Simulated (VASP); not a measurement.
# KCl (I4/mmm) in VASP: single point with PBE

Aim: the single point of KCl with PBE.

Program: VASP 6.6.1. These are calculated values, not measurements. Logs are shortened: lines on timing, memory, paths and dates and some standing lists are left out, and cuts for length are marked.

### Step 1. The cell of the first run

The structure is tetragonal, space group I4/mmm (No. 139). The conventional cell has a = 4.553 Å, b = 4.553 Å, c = 6.312 Å, α = 90.00°, β = 90.00°, γ = 90.00°. Within 4.2 Å of K (site symmetry 4/mmm) lie 6 Cl at 3.16 to 3.22 Å. Cl (site symmetry 4/mmm) has 6 K at 3.16 to 3.22 Å within 4.2 Å.

### Step 2. Single point, PBE (equal xx and yy strain of +2 %)

File INCAR:

```
SYSTEM = KCl
ALGO = Normal ; EDIFF = 1E-6
ENCUT = 520 ; GGA = PE
ISIF = 2 ; ISMEAR = -1
LASPH = .TRUE. ; LCHARG = .TRUE.
LELF = .TRUE. ; LREAL = .FALSE.
LVHAR = .TRUE. ; LWAVE = .FALSE.
NBANDS = 15 ; NELM = 100
PREC = Accurate ; SIGMA = 0.03
```

File KPOINTS:

```
k-points
0
G
  7 7 7
  0 0 0
```

File POSCAR:

```
KCl
1.0
    0.0000000000      3.2192220000      3.1561000000
    3.2192220000      0.0000000000      3.1561000000
    3.2192220000      3.2192220000      0.0000000000
K Cl
1 1
Direct
    0.0000000000      0.0000000000      0.0000000000
    0.5000000000      0.5000000000      0.5000000000
```

Potentials or basis: VASP PAW PBE potentials, release 64 (K_sv, Cl).

Started as:

```
$ cat potpaw_PBE.64/K_sv/POTCAR potpaw_PBE.64/Cl/POTCAR > POTCAR
$ mpirun -np 1 vasp_std > vasp.out
```

OUTCAR:

```text
SYSTEM = KCl
   EDIFF = 1E-6
   ENCUT = 520
   GGA = PE
   ISIF = 2
   ISMEAR = -1
   LASPH = .TRUE.
   LREAL = .FALSE.
   NELM = 100
   PREC = Accurate

 ion  position               nearest neighbor table
   1  0.000  0.000  0.000-   2 3.16   2 3.16   2 3.22   2 3.22   2 3.22   2 3.22
   2  0.500  0.500  0.500-   1 3.16   1 3.16   1 3.22   1 3.22   1 3.22   1 3.22

  LATTYP: Found a body centered tetragonal cell.
 ALAT       =     4.5526674127
 C/A-ratio  =     1.3864838847

  Lattice vectors:

 A1 = (   0.0000000000,  -3.2192220000,  -3.1561000000)
 A2 = (   0.0000000000,   3.2192220000,  -3.1561000000)
 A3 = (   3.2192220000,   0.0000000000,   3.1561000000)

Analysis of symmetry for initial positions (statically):
=====================================================================
 Subroutine PRICEL returns:
 Original cell was already a primitive cell.

 Routine SETGRP: Setting up the symmetry group for a
 body centered tetragonal supercell.

 Subroutine GETGRP returns: Found 16 space group operations
 (whereof 16 operations were pure point group operations)
 out of a pool of 16 trial point group operations.

The static configuration has the point symmetry D_4h.

Analysis of symmetry for dynamics (positions and initial velocities):
=====================================================================
 Subroutine PRICEL returns:
 Original cell was already a primitive cell.

 Routine SETGRP: Setting up the symmetry group for a
 body centered tetragonal supercell.

 Subroutine GETGRP returns: Found 16 space group operations
 (whereof 16 operations were pure point group operations)
 out of a pool of 16 trial point group operations.

The dynamic configuration has the point symmetry D_4h.

 Subroutine INISYM returns: Found 16 space group operations
 (whereof 16 operations are pure point group operations),
 and found     1 'primitive' translations

----------------------------------------------------------------------------------------

                                     Primitive cell

  volume of cell :      65.4158

  direct lattice vectors                    reciprocal lattice vectors
     0.000000000  3.219222000  3.156100000    -0.155317030  0.155317030  0.158423371
     3.219222000  0.000000000  3.156100000     0.155317030 -0.155317030  0.158423371
     3.219222000  3.219222000  0.000000000     0.155317030  0.155317030 -0.158423371

  length of vectors
     4.508254373  4.508254373  4.552667413     0.270822311  0.270822311  0.270822311

  position of ions in fractional coordinates (direct lattice)
     0.000000000  0.000000000  0.000000000
     0.500000000  0.500000000  0.500000000

  ion indices of the primitive-cell ions
   primitive index   ion index
                 1           1
                 2           2

----------------------------------------------------------------------------------------

 KPOINTS: k-points

Automatic generation of k-mesh.
 Grid dimensions read from file:
 generate k-points for:    7    7    7

 Generating k-lattice:

  Cartesian coordinates                     Fractional coordinates (reciprocal lattice)
    -0.022188147  0.022188147  0.022631910     0.142857143  0.000000000  0.000000000
     0.022188147 -0.022188147  0.022631910     0.000000000  0.142857143  0.000000000
     0.022188147  0.022188147 -0.022631910     0.000000000  0.000000000  0.142857143

  Length of vectors
     0.038688902  0.038688902  0.038688902

  Shift w.r.t. Gamma in fractional coordinates (k-lattice)
     0.000000000  0.000000000  0.000000000

 Subroutine IBZKPT returns following result:
 ===========================================

 Found     40 irreducible k-points:

 Following reciprocal coordinates:
            Coordinates               Weight
  0.000000  0.000000  0.000000      1.000000
  0.142857  0.000000  0.000000      8.000000
  0.285714  0.000000  0.000000      8.000000
  0.428571  0.000000  0.000000      8.000000
  0.142857  0.142857  0.000000      2.000000
  0.285714  0.142857  0.000000      8.000000
[... 16 lines left out ...]
  0.428571  0.285714  0.142857      8.000000
 -0.428571  0.285714  0.142857     16.000000
 [... further k-points ...]
   k-points           NKPTS =     40   k-points in BZ     NKDIM =     40   number of bands    NBANDS=     15
   number of dos      NEDOS =    301   number of ions     NIONS =      2
   total plane-waves  NPLWV =  46656
   dimension x,y,z NGX =    36 NGY =   36 NGZ =   36
   dimension x,y,z NGXF=    72 NGYF=   72 NGZF=   72
   ions per type =               1   1
   NGX,Y,Z   is equivalent  to a cutoff of  13.28, 13.28, 13.15 a.u.
   NGXF,Y,Z  is equivalent  to a cutoff of  26.55, 26.55, 26.29 a.u.
 SYSTEM =  KCl
   PREC   = accura    normal or accurate (medium, high low for compatibility)
   ISTART =      0    job   : 0-new  1-cont  2-samecut
   ICHARG =      2    charge: 1-file 2-atom 10-const
   ISPIN  =      1    spin polarized calculation?
   LNONCOLLINEAR =      F non collinear calculations
   LSORBIT =      F    spin-orbit coupling
   LASPH  =      T    aspherical Exc in radial PAW
   ENCUT  =  520.0 eV  38.22 Ry    6.18 a.u.   8.38  8.38  8.46*2*pi/ulx,y,z
   NELM   =    100;   NELMIN=  2; NELMDL= -5     # of ELM steps
   EDIFF  = 0.1E-05   stopping-criterion for ELM
   LREAL  =      F    real-space projection
   EDIFFG = 0.1E-04   stopping-criterion for IOM
   NSW    =      0    number of steps for IOM
   IBRION =     -1    ionic relax: 0-MD 1-quasi-New 2-CG
   NFREE  =      0    steps in history (QN), initial steepest desc. (CG)
   ISIF   =      2    stress and relaxation
   ISYM   =      2    0-nonsym 1-usesym 2-fastsym
   POTIM  = 0.5000    time-step for ionic-motion
   TEBEG  =    0.0;   TEEND  =   0.0 temperature during run
   PSTRESS=    0.0 pullay stress
   NELECT =      16.0000    total number of electrons
   NUPDOWN=      -1.0000    fix difference up-down
   EMIN   =  10.00;   EMAX   =-10.00  energy-range for DOS
   EFERMI =   0.00;   METHOD = LEGACY
   ISMEAR =    -1;   SIGMA  =   0.03  broadening in eV -4-tet -1-fermi 0-gaus
   EFERMI_NEDOS =   21; number of points for ismear=-14 and -15
   IALGO  =     38    algorithm
   IMIX   =      4    mixing-type and parameters
     AMIX     =   0.40;   BMIX     =  1.00
     AMIX_MAG =   1.60;   BMIX_MAG =  1.00
  volume/ion in A,a.u.               =      32.71       220.72
  Fermi-wavevector in a.u.,A,eV,Ry     =   1.023813  1.934726 14.261531  1.048193
  Thomas-Fermi vector in A             =   2.157567
   LORBIT       =      0    0 simple, 1 ext, 2 COOP (PROOUT), +10 PAW based schemes
   GGA     = PE    functional components
   LHFCALC =     F    Hartree Fock is set to
   AEXX    =    0.0000 exact exchange contribution
   IVDW    =     0    specifies the selected vdW correction
   LEPSILON=     F    determine dielectric tensor
   LRPA    =     F    only Hartree local field effects (RPA)
 non-spin polarized calculation
  energy-cutoff  :      520.00
  volume of cell :       65.42
 maximum number of plane-waves:      1783
 NGX is ok and might be reduce to    36
   NGX = 17   NGY = 17   NGZ = 17

 number of electron      15.9999999 magnetization

 Free energy of the ion-electron system (eV)
  ---------------------------------------------------
  ext. energy  EPLUGINS =         0.00000000
  ---------------------------------------------------
  free energy    TOTEN  =        -6.80940596 eV

  energy without entropy =       -6.80940596  energy(sigma->0) =       -6.80940596

 E-fermi :  -1.2853     XC(G=0):  -7.3415

 val. band max:       -2.0227629876   @ k =   0.0000   0.0000   0.0000
 cond. band min:       2.9930347670   @ k =   0.0000   0.0000   0.0000
 fundamental gap:      5.0157977545
 Fermi energy:        -1.2853027529

 k-point     1 :       0.0000    0.0000    0.0000
  band No.  band energies     occupation
      1     -29.3477      2.00000
      2     -14.0945      2.00000
      3     -12.8085      2.00000
      4     -12.8085      2.00000
      5     -12.8061      2.00000
      6      -2.0318      2.00000
      7      -2.0318      2.00000
      8      -2.0228      2.00000
      9       2.9930      0.00000
     10       6.2814      0.00000
     11       6.2814      0.00000
     12       6.4000      0.00000
     13       7.1238      0.00000
     14       7.2189      0.00000
     15      10.7781      0.00000

 k-point     2 :       0.1429    0.0000    0.0000
  band No.  band energies     occupation
      1     -29.3462      2.00000
      2     -14.1306      2.00000
      3     -12.8105      2.00000
      4     -12.8083      2.00000
      5     -12.7625      2.00000
      6      -2.2505      2.00000
      7      -2.0884      2.00000
      8      -2.0838      2.00000
      9       3.4511      0.00000
     10       6.1695      0.00000
     11       6.5264      0.00000
     12       6.6028      0.00000
     13       7.3745      0.00000
     14       7.4773      0.00000
     15      11.4623      0.00000

 k-point     3 :       0.2857    0.0000    0.0000
  band No.  band energies     occupation
      1     -29.3427      2.00000
      2     -14.2043      2.00000
      3     -12.8151      2.00000
      4     -12.8108      2.00000
      5     -12.6685      2.00000
      6      -2.6728      2.00000
      7      -2.2104      2.00000
      8      -2.2087      2.00000
      9       4.4788      0.00000
     10       6.0846      0.00000
     11       7.2089      0.00000
     12       7.2667      0.00000
     13       8.0448      0.00000
     14       8.1695      0.00000
     15      10.9167      0.00000
[... 343 lines left out ...]
 k-point    23 :       0.4286    0.2857    0.1429
  band No.  band energies     occupation
      1     -29.3401      2.00000
      2     -14.1765      2.00000
      3     -12.8488      2.00000
      4     -12.8228      2.00000
      5     -12.6858      2.00000
      6      -2.7312      2.00000
      7      -2.2713      2.00000
      8      -2.2633      2.00000
      9       5.1036      0.00000
     10       5.4699      0.00000
     11       7.8919      0.00000
     12       7.9501      0.00000
     13       8.2338      0.00000
     14       8.6825      0.00000
     15       9.8856      0.00000

 k-point    24 :      -0.4286    0.2857    0.1429
  band No.  band energies     occupation
      1     -29.3381      2.00000
      2     -14.1669      2.00000
      3     -12.8615      2.00000
      4     -12.8355      2.00000
      5     -12.6894      2.00000
      6      -2.7593      2.00000
      7      -2.3947      2.00000
      8      -2.3260      2.00000
      9       5.6510      0.00000
     10       5.9932      0.00000
     11       7.6273      0.00000
     12       8.1732      0.00000
     13       8.7048      0.00000
     14       9.1277      0.00000
     15       9.6686      0.00000

 [... further k-points ...]

------------------------ aborting loop because EDIFF is reached ----------------------------------------

  FORCE on cell =-STRESS in cart. coord.  units (eV):
  Direction    XX          YY          ZZ          XY          YZ          ZX
  --------------------------------------------------------------------------------------
  -------------------------------------------------------------------------------------
  Total       -0.1123462     -0.1123462      0.1341734      0.0000000      0.0000000      0.0000000
  in kB       -2.7516074     -2.7516074      3.2862019      0.0000000      0.0000000      0.0000000
  external PRESSURE =      -0.7390043 kB  Pullay stress =       0.0000000 kB

 VOLUME and BASIS-vectors are now :
 -----------------------------------------------------------------------------
  energy-cutoff  :      520.00
  volume of cell :       65.42
      direct lattice vectors                 reciprocal lattice vectors
     0.000000000  3.219222000  3.156100000    -0.155317030  0.155317030  0.158423371
     3.219222000  0.000000000  3.156100000     0.155317030 -0.155317030  0.158423371
     3.219222000  3.219222000  0.000000000     0.155317030  0.155317030 -0.158423371

 POSITION                                       TOTAL-FORCE (eV/Angst)
 -----------------------------------------------------------------------------------
      0.00000      0.00000      0.00000        -0.000000     -0.000000     -0.000000
      3.21922      3.21922      3.15610         0.000000      0.000000      0.000000
 -----------------------------------------------------------------------------------
    total drift:                                0.000000      0.000000      0.000000

  FREE ENERGIE OF THE ION-ELECTRON SYSTEM (eV)
  ---------------------------------------------------
  free  energy   TOTEN  =        -6.8094059567 eV

  energy  without entropy=       -6.8094059567  energy(sigma->0) =       -6.80940596
```

Run time: 19 s. Hardware: 1 thread of Intel Xeon 6975P-C (Granite Rapids), shared host; peak memory 0.21 GiB.

Results:

* Free energy: -6.8094 eV
* Pressure: -0.1 GPa
* Band gap on the k mesh: 5.02 eV, direct

Caveat: the cell differs from its parent crystal (equal xx and yy strain of +2 %). A k mesh can miss the band edges.
